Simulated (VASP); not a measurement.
# ZrC: single point with PBE

Crystal: ZrC.

```xyz
2
Lattice="0.0000 2.2663 2.2663 2.2663 0.0000 2.2663 2.2663 2.2663 0.0000" Properties=species:S:1:pos:R:3 pbc="T T T"
Zr    2.2663    2.2663    2.2663
C     0.0000    0.0000    0.0000
```

```
Program             : VASP 6.6.1
Task                : single point
Functional          : PBE
Potentials or basis : VASP PAW PBE potentials, release 64 (Zr_sv, C)
Cutoff              : 520 eV
k mesh              : 8 × 8 × 8
Occupations         : fermi-dirac, width 0.05 eV
Spin                : no spin polarisation
```

| Item | Value |
| --- | --- |
| Pressure | 32.3 GPa |
| Band gap on the k mesh | zero (band 8 reaches 11.88 eV, above the bottom of band 9 at 10.54 eV) |

Levels at points of the mesh, in eV from the Fermi level:
```tsv
k point	band 5	band 6	band 7	band 8	band 9	band 10	band 11	band 12
(0.00, 0.00, 0.00)	-11.64	0.99	0.99	0.99	1.15	1.15	1.15	3.16
(0.50, 0.00, 0.00)	-7.99	-5.70	-3.29	-3.29	5.13	5.13	6.07	7.05
(0.50, 0.50, 0.00)	-10.60	-2.11	-1.79	0.23	0.23	5.08	6.52	6.52
```

Wall time 7.7 s on 1 thread of AMD EPYC 7R13 Processor (Zen 3) (shared host), peak memory 0.11 GiB.
